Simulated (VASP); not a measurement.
## TiAl: single point with LDA

The system is TiAl.

```
Ti Al
1.0
     3.17906    0.00000    0.00000
     0.00000    3.17906    0.00000
     0.00000    0.00000    3.43339
Ti Al
1 1
Direct
  0.00000 0.00000 0.00000
  0.50000 0.50000 0.50000
```

This cell differs from its parent crystal: strain +0.000 along x and y, +0.080 along z.

```
Program                : VASP 6.6.1
Task                   : single point
Functional             : LDA
Potentials or basis    : VASP PAW LDA potentials, release 64 (Ti_sv, Al)
Cutoff                 : 520 eV
k mesh                 : 16 × 16 × 16
Occupations            : gaussian, width 0.15 eV
Spin                   : no spin polarisation
Dipole correction      : no
Further INCAR settings : ALGO = Fast; EDIFF = 1e-06; NBANDS = 14
```

```json
{
 "Pressure": "-12.3 GPa"
}
```

Stress tensor (GPa, compression positive):
```
-14.21   0.00   0.00
  0.00 -14.21   0.00
  0.00   0.00  -8.43
```

Levels at points of the mesh, in eV from the Fermi level:
| k point | band 5 | band 6 | band 7 | band 8 | band 9 | band 10 | band 11 | band 12 |
| --- | --- | --- | --- | --- | --- | --- | --- | --- |
| (0.00, 0.00, 0.00) | -8.81 | -1.30 | -1.12 | 1.55 | 1.55 | 1.85 | 2.88 | 4.79 |
| (0.50, 0.00, 0.00) | -5.58 | -4.79 | -0.38 | -0.37 | 0.42 | 1.77 | 2.99 | 6.44 |
| (0.50, 0.50, 0.00) | -4.43 | -1.69 | -1.69 | -1.17 | 0.34 | 0.34 | 2.72 | 4.23 |
| (0.00, 0.00, 0.50) | -6.24 | -4.95 | -0.53 | 0.39 | 0.39 | 1.97 | 2.20 | 6.68 |
| (0.50, 0.00, 0.50) | -4.90 | -2.23 | -1.84 | -1.35 | 0.78 | 0.92 | 2.32 | 4.15 |
| (0.50, 0.50, 0.50) | -2.78 | -2.78 | -2.77 | 0.24 | 2.37 | 2.70 | 2.75 | 2.95 |

Wall time 2.2 min on 1 thread of Intel Xeon 6975P-C, with other jobs on the host, peak memory 0.3 GiB.

Caveat: the cell differs from its parent crystal (strain +0.000 along x and y, +0.080 along z).
